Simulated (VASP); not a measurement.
Write the native input for VASP 6.6.1 that does the following.

```
Task                   : electric field gradients
Functional             : LDA
Potentials or basis    : VASP PAW LDA potentials, release 64 (Hf_pv)
Cutoff                 : 520 eV
k mesh                 : 13 × 13 × 13
Occupations            : fermi-dirac, width 0.03 eV
Spin                   : no spin polarisation
Dipole correction      : no
Further INCAR settings : ALGO = Normal; EDIFF = 1e-08; NBANDS = 11
```

The structure of Hf lies in POSCAR:

```
Hf
1.0
    0.0000000000      2.2273754695      2.2273754695
    2.2273754695      0.0000000000      2.2273754695
    2.2273754695      2.2273754695      0.0000000000
Hf
1
Direct
    0.0000000000      0.0000000000      0.0000000000
```

This cell differs from its parent crystal: volume scaled by 1.01.

One way to write it, as run:

INCAR

```
PREC = Accurate ; ENCUT = 520
EDIFF = 1E-8 ; ISMEAR = -1
SIGMA = 0.03 ; LREAL = F
LASPH = T ; NELM = 100
ALGO = Normal ; ISIF = 2
LWAVE = F ; LCHARG = F
LEFG = T ; NBANDS = 11
```

KPOINTS

```
Automatic mesh
0
Gamma
  13 13 13
```

Potentials or basis: VASP PAW LDA potentials, release 64 (Hf_pv).

The run is started by

```console
$ cat potpaw_LDA.64/Hf_pv/POTCAR > POTCAR
$ mpirun -np 1 vasp_std > vasp.out
```

It gave:

```
Pressure               : -6.5 GPa
Band gap on the k mesh : zero (band 5 reaches 6.03 eV, above the bottom of band 6 at 4.15 eV)
```

Caveat: without QUAD_EFG the Cq values of the log hold for a quadrupole moment of 1 mb, not for the nuclei; spin-orbit coupling is left out, which moves the levels of the heavy elements.

Wall time 8.2 s on 1 thread of Intel Xeon 6975P-C (shared host), peak memory 0.14 GiB.
